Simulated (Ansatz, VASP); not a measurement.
# C: VASP beside Ansatz

```
C
1.0
     1.77956    1.77956    0.00000
    -1.77956    1.77956    0.00000
     0.00000    1.77956    1.77956
C
2
Cartesian
  0.0000 1.7796 0.0000
  0.8898 2.6693 0.8898
```

Alike in both runs: task single point; functional PBEsol; k mesh 12 × 12 × 12; no spin polarisation.

|  | VASP | Ansatz |
| --- | --- | --- |
| version | VASP 6.6.1 | Ansatz 0.2.0 |
| potentials or method | VASP PAW PBE potentials, release 64 (C), cutoff 520 eV | all-electron LAPW, scalar-relativistic |
| occupations | gaussian, width 0.01 eV | fixed |

Ansatz gave:

| Item | Value |
| --- | --- |
| gap on the k mesh at the Fermi level (eV) | 4.06 |
| pressure (GPa) | -2.0 |

Problem. Which values does VASP return?

Solution. gap on the k mesh at the Fermi level (eV): 4.05; pressure (GPa): -0.9.

VASP's potentials were made for PBE, not for PBEsol. Ansatz ran all-electron here, and VASP with PAW potentials.
